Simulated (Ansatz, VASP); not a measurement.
MgO2 in VASP and in Ansatz

```
Mg O
1.0
     1.56464    0.90335    3.58133
    -1.56464    0.90335    3.58133
     0.00000   -1.80669    3.58133
Mg O
1 2
Direct
  0.00000 0.00000 0.00000
  0.42879 0.42879 0.42879
  0.57121 0.57121 0.57121
```

Change from the starting cell: strain -0.025 along x and y, +0.025 along z, atoms carried along.

Alike in both runs: task single point; functional PBEsol; k mesh 12 × 12 × 12; occupations gaussian, width 0.05 eV; no spin polarisation.

|  | VASP | Ansatz |
| --- | --- | --- |
| version | VASP 6.6.1 | Ansatz 0.2.0 |
| potentials or method | VASP PAW PBE potentials, release 64 (Mg, O), cutoff 520 eV | scalar-relativistic, plane waves, PAW |
| valence electrons in the cell | 14 | 22 |

|  | VASP | Ansatz | Ansatz less VASP |
| --- | --- | --- | --- |
| gap on the k mesh at the Fermi level (eV) | 1.63 | 1.65 | +0.023 |
| least direct gap on the mesh (eV) | 1.63 | 1.65 | +0.023 |
| pressure (GPa) | -4.2 | -3.9 | +0.25 |
| traceless stress, the component that is largest in VASP (GPa) | -13.26 | -14.05 | -0.791 |
| rms of the force components (eV/Å) | 0.470 | 0.536 | +0.0652 |

VASP's potentials were made for PBE, not for PBEsol. Atom by atom the forces differ by 0.065 eV/Å (rms over components). VASP's potentials hold 14 valence electrons a cell and Ansatz's 22, so a difference there can come from the potentials and not from the codes.
